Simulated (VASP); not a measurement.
Wanted: the native input for a VASP 6.6.1 run.

- Task: density of states
- Functional: PBE
- Potentials or basis: VASP PAW PBE potentials, release 64 (Zn, S)
- Cutoff: 520 eV
- k mesh: 12 × 12 × 12
- Occupations: gaussian, width 0.05 eV
- Spin: no spin polarisation
- Dipole correction: no
- k mesh for the DOS: 18 × 18 × 18
- Occupations for the DOS: tetrahedron
- Further INCAR settings: ALGO = Normal; EDIFF = 1e-07

The system is ZnS.

```
Zn S
1.0
     0.00000    2.72180    2.72180
     2.72180    0.00000    2.72180
     2.72180    2.72180    0.00000
Zn S
1 1
Direct
  0.00000 0.00000 0.00000
  0.75000 0.75000 0.75000
```

The input as run:

POSCAR

```
ZnS
1.0
    0.0000000000      2.7217991804      2.7217991804
    2.7217991804      0.0000000000      2.7217991804
    2.7217991804      2.7217991804      0.0000000000
Zn S
1 1
Direct
    0.0000000000      0.0000000000      0.0000000000
    0.7500000000      0.7500000000      0.7500000000
```

INCAR.step1

```
PREC = Accurate
ENCUT = 520
EDIFF = 1E-7
ISMEAR = 0
SIGMA = 0.05
LREAL = F
LASPH = T
NELM = 80
ALGO = Normal
ISIF = 2
LWAVE = F
LCHARG = T
GGA = PE
NBANDS = 16
```

KPOINTS.step1

```
Automatic mesh
0
Gamma
  12 12 12
```

INCAR.step2

```
PREC = Accurate
ENCUT = 520
EDIFF = 1E-7
ISMEAR = -5
SIGMA = 0.05
LREAL = F
LASPH = T
NELM = 80
ALGO = Normal
ISIF = 2
LWAVE = F
LCHARG = F
GGA = PE
LORBIT = 11
NEDOS = 1001
ICHARG = 11
```

KPOINTS.step2

```
Automatic mesh
0
Gamma
  18 18 18
```

Potentials or basis: VASP PAW PBE potentials, release 64 (Zn, S).

The run is started by

```sh
$ cat potpaw_PBE.64/Zn/POTCAR potpaw_PBE.64/S/POTCAR > POTCAR
$ cp INCAR.step1 INCAR
$ cp KPOINTS.step1 KPOINTS
$ mpirun -np 1 vasp_std > vasp.out
$ cp INCAR.step2 INCAR
$ cp KPOINTS.step2 KPOINTS
$ mpirun -np 1 vasp_std > vasp.out
```

It gave:

The valence electrons inside the program's atomic spheres are Zn 10.77; S 3.74.

Run time: 3.5 min on 1 thread of AMD EPYC 7R13, with other jobs on the host, peak memory 0.21 GiB.
